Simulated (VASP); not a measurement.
# Zn12O13 in VASP: further runs

Runs on Zn12O13. Level: PBE. Tasks: single point.

Program: VASP 6.6.1. These are calculated values, not measurements. Logs are shortened: lines on timing, memory, paths and dates and some standing lists are left out, and cuts for length are marked.

### Step 1. The cell of the first run

The cell holds a slab with vacuum, 25 atoms: a = 6.499 Å, b = 5.206 Å, c = 18.566 Å, α = 90.00°, β = 90.00°, γ = 90.00°.

### Step 2. Single point, PBE, collinear spin, zero start

INCAR

```
SYSTEM = Zn12O13
PREC     = Accurate       ! precision mode
ENCUT    = 520            ! plane-wave cutoff, eV
EDIFF    = 1E-6           ! SCF threshold, eV
ISMEAR   = 0              ! smearing method
SIGMA    = 0.02           ! smearing width, eV
LREAL    = Auto         
LASPH    = .TRUE.         ! aspherical terms in the spheres
NELM     = 150            ! most SCF steps
ALGO     = Normal         ! electronic algorithm
ISIF     = 2              ! what is computed and relaxed
LWAVE    = .FALSE.        ! write WAVECAR
LCHARG   = .FALSE.        ! write CHGCAR
ISPIN    = 2              ! spin polarisation
MAGMOM   = 0 0 0 0 0 0 0 0 0 0 0 0 0 0 0 0 0 0 0 0 0 0 0 0 0 ! initial moments
LORBIT   = 11             ! projections on sites
GGA      = PE             ! functional
NBANDS   = 133            ! bands
```

KPOINTS

```
Automatic mesh
0
G
  2 2 1
  0 0 0
```

POSCAR

```
Zn12O13
1.0
    6.4986160000      0.0000000000      0.0000000000
    0.0000000000      5.2057090000      0.0000000000
    0.0000000000      0.0000000000     18.5659610000
Zn O
12 13
Direct
    0.2500000000      0.4999999040      0.0538620112
    0.0000000000      0.0000000000      0.1043843085
   -0.0017920739      0.5072922824      0.2086940180
    0.2458424994      0.0040484399      0.2612009149
    0.2452374475      0.4965352462      0.3664052187
   -0.0183105141     -0.0505458526      0.4218313288
    0.7500000000      0.4999999040      0.0538620112
    0.5000000000      0.0000000000      0.1043843085
    0.4979889564      0.5066706572      0.2093428937
    0.7502368197      0.0101123593      0.2568145005
    0.7292755873      0.5028533097      0.3673098311
    0.4933424286      0.0199671169      0.3995003006
    0.0000000000      0.3790100445      0.1043843085
    0.2500000000      0.8790099485      0.0538620112
    0.2461430249      0.3874407886      0.2612846165
    0.0006518311      0.8872201654      0.2088321202
   -0.0075733048      0.3717887419      0.4182035069
    0.2341569343      0.8805943628      0.3664425450
    0.5000000000      0.3790100445      0.1043843085
    0.7500000000      0.8790099485      0.0538620112
    0.7490733412      0.3921609909      0.2608479033
    0.4952303691      0.8876637169      0.2097738436
    0.4868071909      0.3739039197      0.4137250962
    0.7423943806      0.8884025212      0.3585327471
    0.9135574405      0.5876333080      0.4683945528
```

Potentials or basis: VASP PAW PBE potentials, release 64 (Zn, O).

Started as:

```
> cat potpaw_PBE.64/Zn/POTCAR potpaw_PBE.64/O/POTCAR > POTCAR
> mpirun -np 1 vasp_std > vasp.out
```

OUTCAR:

```text
SYSTEM = Zn12O13
   PREC = Accurate
   ENCUT = 520
   EDIFF = 1E-6
   ISMEAR = 0
   LREAL = Auto
   LASPH = .TRUE.
   NELM = 150
   ISIF = 2
   ISPIN = 2
   LORBIT = 11
   GGA = PE

 ion  position               nearest neighbor table
   1  0.250  0.500  0.054-  14 1.97  13 1.98  19 1.98
   2  0.000  0.000  0.104-  13 1.97  14 1.98  20 1.98  16 2.03
   3  0.998  0.507  0.209-  16 1.98  21 1.98  15 1.98  13 2.05
   4  0.246  0.004  0.261-  16 1.96  22 1.98  15 2.00  18 2.06  12 3.03
   5  0.245  0.497  0.366-  23 1.91  18 2.00  17 2.01  15 2.03  12 3.02
   6  0.982  0.949  0.422-  18 1.97  24 1.97  25 2.12  17 2.20  11 3.02
   7  0.750  0.500  0.054-  20 1.97  19 1.98  13 1.98
   8  0.500  0.000  0.104-  19 1.97  14 1.98  20 1.98  22 2.04
   9  0.498  0.507  0.209-  21 1.98  22 1.98  15 2.00  19 2.06
  10  0.750  0.010  0.257-  16 1.96  22 1.98  21 1.99  24 1.99
  11  0.729  0.503  0.367-  23 1.92  24 2.02  21 2.06  17 2.07  25 2.27  12 3.00   6 3.02
  12  0.493  0.020  0.400-  23 1.86  24 1.91  18 1.93  11 3.00   5 3.02   4 3.03
  13  0.000  0.379  0.104-   2 1.97   1 1.98   7 1.98   3 2.05
  14  0.250  0.879  0.054-   1 1.97   2 1.98   8 1.98
  15  0.246  0.387  0.261-   3 1.98   4 2.00   9 2.00   5 2.03
  16  0.001  0.887  0.209-  10 1.96   4 1.96   3 1.98   2 2.03
  17  0.992  0.372  0.418-  25 1.55   5 2.01  11 2.07   6 2.20
  18  0.234  0.881  0.366-  12 1.93   6 1.97   5 2.00   4 2.06
  19  0.500  0.379  0.104-   8 1.97   7 1.98   1 1.98   9 2.06
  20  0.750  0.879  0.054-   7 1.97   2 1.98   8 1.98
  21  0.749  0.392  0.261-   3 1.98   9 1.98  10 1.99  11 2.06
  22  0.495  0.888  0.210-   4 1.98  10 1.98   9 1.98   8 2.04
  23  0.487  0.374  0.414-  12 1.86   5 1.91  11 1.92
  24  0.742  0.888  0.359-  12 1.91   6 1.97  10 1.99  11 2.02
  25  0.914  0.588  0.468-  17 1.55   6 2.12  11 2.27

  LATTYP: Found a simple orthorhombic cell.
 ALAT       =     5.2057090000
 B/A-ratio  =     1.2483632873
 C/A-ratio  =     3.5664615521

  Lattice vectors:

 A1 = (   0.0000000000,  -5.2057090000,   0.0000000000)
 A2 = (   6.4986160000,   0.0000000000,   0.0000000000)
 A3 = (   0.0000000000,   0.0000000000,  18.5659610000)

Analysis of symmetry for initial positions (statically):
=====================================================================
 Subroutine PRICEL returns:
 Original cell was already a primitive cell.

 Routine SETGRP: Setting up the symmetry group for a
 simple orthorhombic supercell.

 Subroutine GETGRP returns: Found  1 space group operations
 (whereof  1 operations were pure point group operations)
 out of a pool of  8 trial point group operations.

The static configuration has the point symmetry C_1 .

Analysis of symmetry for dynamics (positions and initial velocities):
=====================================================================
 Subroutine PRICEL returns:
 Original cell was already a primitive cell.

 Routine SETGRP: Setting up the symmetry group for a
 simple orthorhombic supercell.

 Subroutine GETGRP returns: Found  1 space group operations
 (whereof  1 operations were pure point group operations)
 out of a pool of  8 trial point group operations.

The dynamic configuration has the point symmetry C_1 .

Analysis of structural, dynamic, and magnetic symmetry:
=====================================================================
 Subroutine PRICEL returns:
 Original cell was already a primitive cell.

 Routine SETGRP: Setting up the symmetry group for a
 simple orthorhombic supercell.

 Subroutine GETGRP returns: Found  1 space group operations
 (whereof  1 operations were pure point group operations)
 out of a pool of  8 trial point group operations.

The overall configuration has the point symmetry C_1 .

 Subroutine INISYM returns: Found  1 space group operations
 (whereof  1 operations are pure point group operations),
 and found     1 'primitive' translations

----------------------------------------------------------------------------------------

                                     Primitive cell

  volume of cell :     628.0847

  direct lattice vectors                    reciprocal lattice vectors
     6.498616000  0.000000000  0.000000000     0.153878918  0.000000000  0.000000000
     0.000000000  5.205709000  0.000000000     0.000000000  0.192096792  0.000000000
     0.000000000  0.000000000 18.565961000     0.000000000  0.000000000  0.053862011

  length of vectors
     6.498616000  5.205709000 18.565961000     0.153878918  0.192096792  0.053862011

[... 83 lines left out ...]
  0.000000  0.000000  0.000000      1.000000
  0.500000  0.000000  0.000000      1.000000
  0.000000  0.500000  0.000000      1.000000
  0.500000  0.500000  0.000000      1.000000
   k-points           NKPTS =      4   k-points in BZ     NKDIM =      4   number of bands    NBANDS=    133
   number of dos      NEDOS =    301   number of ions     NIONS =     25
   total plane-waves  NPLWV = 268800
   dimension x,y,z NGX =    48 NGY =   40 NGZ =  140
   dimension x,y,z NGXF=    96 NGYF=   80 NGZF=  280
   ions per type =              12  13
   NGX,Y,Z   is equivalent  to a cutoff of  12.28, 12.77, 12.54 a.u.
   NGXF,Y,Z  is equivalent  to a cutoff of  24.56, 25.55, 25.07 a.u.
 SYSTEM =  Zn12O13
   PREC   = accura    normal or accurate (medium, high low for compatibility)
   ISTART =      0    job   : 0-new  1-cont  2-samecut
   ICHARG =      2    charge: 1-file 2-atom 10-const
   ISPIN  =      2    spin polarized calculation?
   LNONCOLLINEAR =      F non collinear calculations
   LSORBIT =      F    spin-orbit coupling
   LASPH  =      T    aspherical Exc in radial PAW
   ENCUT  =  520.0 eV  38.22 Ry    6.18 a.u.  12.08  9.68 34.52*2*pi/ulx,y,z
   NELM   =    150;   NELMIN=  2; NELMDL= -5     # of ELM steps
   EDIFF  = 0.1E-05   stopping-criterion for ELM
   LREAL  =      T    real-space projection
   EDIFFG = 0.1E-04   stopping-criterion for IOM
   NSW    =      0    number of steps for IOM
   IBRION =     -1    ionic relax: 0-MD 1-quasi-New 2-CG
   NFREE  =      0    steps in history (QN), initial steepest desc. (CG)
   ISIF   =      2    stress and relaxation
   ISYM   =      2    0-nonsym 1-usesym 2-fastsym
   POTIM  = 0.5000    time-step for ionic-motion
   TEBEG  =    0.0;   TEEND  =   0.0 temperature during run
   PSTRESS=    0.0 pullay stress
   NELECT =     222.0000    total number of electrons
   NUPDOWN=      -1.0000    fix difference up-down
   EMIN   =  10.00;   EMAX   =-10.00  energy-range for DOS
   EFERMI =   0.00;   METHOD = LEGACY
   ISMEAR =     0;   SIGMA  =   0.02  broadening in eV -4-tet -1-fermi 0-gaus
   EFERMI_NEDOS =   21; number of points for ismear=-14 and -15
   IALGO  =     38    algorithm
   IMIX   =      4    mixing-type and parameters
     AMIX     =   0.40;   BMIX     =  1.00
     AMIX_MAG =   1.60;   BMIX_MAG =  1.00
  volume/ion in A,a.u.               =      25.12       169.54
  Fermi-wavevector in a.u.,A,eV,Ry     =   1.157497  2.187352 18.229066  1.339799
  Thomas-Fermi vector in A             =   2.294108
   LORBIT       =     11    0 simple, 1 ext, 2 COOP (PROOUT), +10 PAW based schemes
   GGA     = PE    functional components
   LHFCALC =     F    Hartree Fock is set to
   AEXX    =    0.0000 exact exchange contribution
   IVDW    =     0    specifies the selected vdW correction
   LEPSILON=     F    determine dielectric tensor
   LRPA    =     F    only Hartree local field effects (RPA)
 spin polarized calculation
 Gauss-broadening in eV      SIGMA  =   0.02
  energy-cutoff  :      520.00
  volume of cell :      628.08
 maximum number of plane-waves:     16972
   NGX = 25   NGY = 19   NGZ = 69

 number of electron     222.0000044 magnetization      -0.0000000

 number of electron     222.0000044 magnetization       0.0000000

 Free energy of the ion-electron system (eV)
  ---------------------------------------------------
  ext. energy  EPLUGINS =         0.00000000
  ---------------------------------------------------
  free energy    TOTEN  =      -106.40294536 eV

  energy without entropy =     -106.40294536  energy(sigma->0) =     -106.40294536

 E-fermi :  -1.9019     XC(G=0):  -5.8655

 val. band max:       -2.0717406488   @ k =   0.5000   0.0000   0.0000
 cond. band min:      -1.6000259997   @ k =   0.0000   0.0000   0.0000
 fundamental gap:      0.4717146490
 Fermi energy:        -1.9019234355

 spin component 1

 k-point     1 :       0.0000    0.0000    0.0000
  band No.  band energies     occupation
      1     -22.4625      1.00000
      2     -20.4675      1.00000
      3     -20.3082      1.00000
      4     -20.0887      1.00000
      5     -20.0725      1.00000
      6     -20.0063      1.00000
[... 493 lines left out ...]
    122       3.3067      0.00000
    123       3.4335      0.00000
 Fermi energy:        -1.9019234355

 spin component 2

 k-point     1 :       0.0000    0.0000    0.0000
  band No.  band energies     occupation
      1     -22.4625      1.00000
      2     -20.4675      1.00000
      3     -20.3082      1.00000
      4     -20.0887      1.00000
      5     -20.0725      1.00000
      6     -20.0063      1.00000
[... 493 lines left out ...]
    122       3.3067      0.00000
    123       3.4335      0.00000
 [bands above 123 left out]

------------------------ aborting loop because EDIFF is reached ----------------------------------------

  FORCE on cell =-STRESS in cart. coord.  units (eV):
  Direction    XX          YY          ZZ          XY          YZ          ZX
  --------------------------------------------------------------------------------------
  -------------------------------------------------------------------------------------
  Total        7.7052507     -1.2332348     -1.9878791     -0.2820124     -1.1732051      1.4735605
  in kB       19.6552765     -3.1458510     -5.0708686     -0.7193836     -2.9927217      3.7588963
  external PRESSURE =       3.8128523 kB  Pullay stress =       0.0000000 kB

 VOLUME and BASIS-vectors are now :
 -----------------------------------------------------------------------------
  energy-cutoff  :      520.00
  volume of cell :      628.08
      direct lattice vectors                 reciprocal lattice vectors
     6.498616000  0.000000000  0.000000000     0.153878918  0.000000000  0.000000000
     0.000000000  5.205709000  0.000000000     0.000000000  0.192096792  0.000000000
     0.000000000  0.000000000 18.565961000     0.000000000  0.000000000  0.053862011

 POSITION                                       TOTAL-FORCE (eV/Angst)
 -----------------------------------------------------------------------------------
      1.62465      2.60285      1.00000         0.001847      1.218486      0.977177
      0.00000      0.00000      1.93800         0.043325     -0.761483     -0.592610
      6.48697      2.64082      3.87460        -0.014324     -0.007946     -0.041826
      1.59764      0.02108      4.84945        -0.028030     -0.011964     -0.000748
      1.59370      2.58482      6.80267        -0.027175     -0.018790     -0.037604
      6.37962      4.94258      7.83170        -0.021055     -0.162407      0.160856
[... 17 lines left out ...]
      4.82454      4.62477      6.65650        -0.054546     -0.018425      0.010417
      5.93686      3.05905      8.69619         0.432772      0.160480      0.132149
 -----------------------------------------------------------------------------------
    total drift:                               -0.002963     -0.009323      0.005176

  FREE ENERGIE OF THE ION-ELECTRON SYSTEM (eV)
  ---------------------------------------------------
  free  energy   TOTEN  =      -106.4029453624 eV

  energy  without entropy=     -106.4029453624  energy(sigma->0) =     -106.40294536

 total charge

# of ion       s       p       d       tot
------------------------------------------
    1        0.472   0.385   9.857  10.713
    2        0.456   0.475   9.896  10.827
    3        0.448   0.461   9.892  10.802
    4        0.451   0.465   9.893  10.810
    5        0.457   0.475   9.896  10.828
    6        0.438   0.380   9.864  10.682
[... 17 lines left out ...]
   24        1.554   3.455   0.000   5.010
   25        1.594   3.232   0.000   4.826
--------------------------------------------------
tot         25.736  49.673 118.627 194.035

 magnetization (x)

# of ion       s       p       d       tot
------------------------------------------
    1        0.000   0.000   0.000   0.000
    2        0.000   0.000  -0.000   0.000
    3        0.000   0.000  -0.000   0.000
    4        0.000   0.000  -0.000   0.000
    5        0.000   0.000  -0.000   0.000
    6        0.000   0.000  -0.000   0.000
[... 17 lines left out ...]
   24       -0.000  -0.000   0.000  -0.000
   25       -0.000  -0.000   0.000  -0.000
--------------------------------------------------
tot          0.000  -0.000  -0.000  -0.000
```

Wall time 25 min (1 thread of Intel Xeon Platinum 8259CL at 2.50GHz (Skylake/Cascade Lake), shared host); peak memory 1 GiB.

Results:

```yaml
Free_energy: -106.4029 eV
Largest_force: 1.562 eV/Å
Band_gap_on_the_k_mesh: 0.47 eV (least direct gap 0.52 eV)
Net_moment: 0.00 μB per cell
Valence_electrons_inside_the_program's_atomic_spheres: Zn 10.71, 10.83, 10.80, 10.81, 10.68, 10.82, 10.79, 10.84, 10.87 (each value once); O 4.99, 4.94, 5.00, 4.89, 5.01, 4.83 (each value once)
```

Forces in eV/Å, atoms in the order of the input:
```
Zn   0.002  1.218  0.977
Zn   0.043 -0.761 -0.593
Zn  -0.014 -0.008 -0.042
Zn  -0.028 -0.012 -0.001
Zn  -0.027 -0.019 -0.038
Zn  -0.021 -0.162  0.161
Zn  -0.002  1.203  0.988
Zn  -0.046 -0.783 -0.514
Zn  -0.026  0.002 -0.048
Zn  -0.022  0.000  0.006
Zn  -0.017  0.003 -0.056
Zn  -0.084 -0.005 -0.063
O   -0.015  0.154 -0.471
O   -0.001 -0.597  0.035
O   -0.010  0.003  0.007
O   -0.038  0.005 -0.035
O    0.022 -0.145 -0.193
O   -0.054 -0.009 -0.086
O   -0.009  0.162 -0.404
O   -0.017 -0.580  0.078
O   -0.020  0.009  0.006
O   -0.019  0.020 -0.027
O    0.026  0.159  0.169
O   -0.055 -0.018  0.010
O    0.433  0.160  0.132
```

Caveat: the k points lie up to 0.60 Å⁻¹ apart; there is no dipole correction, which matters where the two faces differ; semilocal functionals underestimate gaps, and a narrow one can read as zero.

### Step 3. Single point, PBE, collinear spin, zero start

INCAR, as its differences from that of step 2:

```diff
@@ -12,3 +12,3 @@
 LWAVE    = .FALSE.        ! write WAVECAR
-LCHARG   = .FALSE.        ! write CHGCAR
+LCHARG   = .TRUE.         ! write CHGCAR
 ISPIN    = 2              ! spin polarisation
@@ -17,2 +17,4 @@
 GGA      = PE             ! functional
+LELF     = .TRUE.         ! ELF
+LVHAR    = .TRUE.       
 NBANDS   = 133            ! bands
```

KPOINTS

```
regular mesh
0
G
  2 2 1
  0 0 0
```

POSCAR

```
Zn12O13
1.0
    6.4986160000      0.0000000000      0.0000000000
    0.0000000000      5.2057090000      0.0000000000
    0.0000000000      0.0000000000     18.5659610000
Zn O
12 13
Direct
    0.2500000000      0.4999999040      0.0538620112
    0.0000000000      0.0000000000      0.1043843085
    0.0028073670      0.5063711783      0.2084636502
    0.2485624631      0.0013496721      0.2621846507
    0.2459699111      0.4897046685      0.3692114833
   -0.0187012127     -0.0244959908      0.4120647458
    0.7500000000      0.4999999040      0.0538620112
    0.5000000000      0.0000000000      0.1043843085
    0.4953062314      0.5056698329      0.2085814464
    0.7496440781      0.0081354912      0.2537282072
    0.7267162731      0.4953642242      0.3615091080
    0.5016894366      0.0024236852      0.4040415145
    0.0000000000      0.3790100445      0.1043843085
    0.2500000000      0.8790099485      0.0538620112
    0.2474669991      0.3840710266      0.2620078217
    0.0039077551      0.8858411025      0.2085793458
   -0.0009580501      0.3554678143      0.4218308441
    0.2400757330      0.8701076069      0.3673487195
    0.5000000000      0.3790100445      0.1043843085
    0.7500000000      0.8790099485      0.0538620112
    0.7496226889      0.3902284972      0.2584941873
    0.4939685619      0.8855229902      0.2087438404
    0.4843065046      0.3572408677      0.4139951603
    0.7432859550      0.8860203288      0.3543668976
    0.8372779681      0.5401898185      0.4595700163
```

Potentials or basis: VASP PAW PBE potentials, release 64 (Zn, O).

Started as:

```
> cat potpaw_PBE.64/Zn/POTCAR potpaw_PBE.64/O/POTCAR > POTCAR
> mpirun -np 1 vasp_std > vasp.out
```

Wall time 38 min (1 thread of Oxide Virtual Turin-like, shared host); peak memory 1 GiB.

Results (log left out):

| Item | Value |
| --- | --- |
| Free energy | -105.6575 eV |
| Largest force | 1.993 eV/Å |
| Band gap on the k mesh | 0.10 eV (least direct gap 0.31 eV) |
| Net moment | 0.00 μB per cell |
| Valence electrons inside the program's atomic spheres | Zn 10.71, 10.83, 10.81, 10.80, 10.84, 10.73, 10.79, 10.86, 10.82, 10.85 (each value once); O 4.99, 4.94, 5.00, 4.90, 4.98, 5.02, 4.81 (each value once) |

Forces on the atoms (eV/Å):
```
Zn  -0.007  1.230  0.941
Zn   0.077 -0.766 -0.625
Zn  -0.022 -0.006 -0.038
Zn  -0.028 -0.006  0.028
Zn  -0.128 -0.016 -0.046
Zn  -0.197 -0.260  0.335
Zn   0.008  1.207  0.982
Zn  -0.078 -0.778 -0.612
Zn  -0.024 -0.018 -0.025
Zn  -0.010  0.009  0.002
Zn  -0.536 -0.016 -0.077
Zn  -0.194  0.196 -0.216
O   -0.002  0.136 -0.496
O   -0.003 -0.607  0.014
O   -0.060  0.013  0.035
O   -0.020  0.011 -0.019
O   -0.162 -0.012  0.259
O   -0.224  0.007 -0.019
O   -0.018  0.135 -0.456
O   -0.009 -0.574  0.088
O   -0.009  0.009  0.012
O   -0.026  0.009 -0.007
O   -0.163  0.076 -0.166
O   -0.155 -0.032 -0.027
O    1.988  0.053  0.134
```

Levels at points of the mesh, in eV from the valence-band top:
Spin up:
```csv
k point,band 108,band 109,band 110,band 111,band 112,band 113,band 114,band 115
"(0.00, 0.00, 0.00)",-1.00,-0.69,-0.58,-0.21,0.10,1.27,2.46,2.69
"(0.50, 0.00, 0.00)",-1.09,-1.03,-0.60,0.00,1.50,1.55,1.79,2.40
"(0.00, 0.50, 0.00)",-1.01,-0.78,-0.68,-0.24,1.70,1.77,3.00,3.24
"(0.50, 0.50, 0.00)",-1.16,-1.11,-0.51,-0.09,1.98,2.33,2.35,3.14
```
Spin down:
```
           k point  band 109  band 110  band 111  band 112  band 113  band 114
(0.00, 0.00, 0.00)     -0.69     -0.58     -0.21      0.10      1.27      2.46
(0.50, 0.00, 0.00)     -1.03     -0.60      0.00      1.50      1.55      1.79
(0.00, 0.50, 0.00)     -0.78     -0.68     -0.24      1.70      1.77      3.00
(0.50, 0.50, 0.00)     -1.11     -0.51     -0.09      1.98      2.33      2.35
```

Caveat: the k points lie up to 0.60 Å⁻¹ apart; there is no dipole correction, which matters where the two faces differ; semilocal functionals underestimate gaps, and a narrow one can read as zero.

[end of part 1 of 2]
